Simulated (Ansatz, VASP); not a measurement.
# ZnSe in VASP and in Ansatz

The input INCAR:

```
ALGO = Normal ; EDIFF = 1E-6
ENCUT = 520 ; ISIF = 2
ISMEAR = 0 ; LASPH = True
LCHARG = False ; LREAL = False
LWAVE = False ; NBANDS = 16
NELM = 80 ; PREC = Accurate
SIGMA = 0.01
```

File KPOINTS:

```
k-points
0
Gamma
  8 8 8
```

File POSCAR:

```
ZnSe
1.0
    2.6845291621      2.6845291621      0.0000000000
   -2.6845291621      2.6845291621      0.0000000000
    0.0000000000      2.6845291621      2.6845291621
Zn Se
1 1
Direct
    0.0000000000      0.0000000000      0.0000000000
    0.7500000000      0.2500000000      0.5000000000
```

Input for Ansatz:

```yaml
crystal:
  lattice:
    - [2.68452916212, 2.68452916212, 0.0]
    - [-2.68452916212, 2.68452916212, 0.0]
    - [0.0, 2.68452916212, 2.68452916212]
  atoms:
    - { symbol: Zn, position: [0.0, 0.0, 0.0] }
    - { symbol: Se, position: [0.75, 0.25, 0.5] }
kpoints:
  mp_grid: { grid: [8, 8, 8] }
scf:
  occupations: { method: fixed }
  convergence: { dr2_threshold: 1.0e-10 }
hamiltonian:
  xc: lda
  pseudopotentials: { kind: all_electron, lapw: { basis_error: 0.0005 } }
output:
  forces: true
  stress: true
  eigenstates:
    kpoints:
      - [0.0, 0.0, 0.0]
      - [-0.5, -0.5, -0.5]
      - [-0.5, 0.5, 0.0]
      - [0.0, 0.0, -0.5]
      - [0.0, -0.5, -0.5]
      - [0.0, 0.5, 0.0]
      - [-0.5, 0.0, 0.0]
      - [-0.5, 0.0, -0.5]
  eigenvalues: true
```

Alike in both runs: task single point; functional LDA; k mesh 8 × 8 × 8; no spin polarisation.

|  | VASP | Ansatz |
| --- | --- | --- |
| version | VASP 6.6.1 | Ansatz 0.2.0 |
| potentials or method | VASP PAW LDA potentials, release 64 (Zn, Se), cutoff 520 eV | all-electron LAPW, scalar-relativistic |
| occupations | gaussian, width 0.01 eV | fixed |

VASP gave:

- gap on the k mesh at the Fermi level (eV): 1.77
- pressure (GPa): 10.6

**Question.** Estimate Ansatz's values.

**Answer.** gap on the k mesh at the Fermi level (eV): 1.72; pressure (GPa): 10.0.

LDA's correlation is that of Perdew and Zunger in VASP and of Perdew and Wang (1992) in Ansatz. Ansatz ran all-electron here, and VASP with PAW potentials.
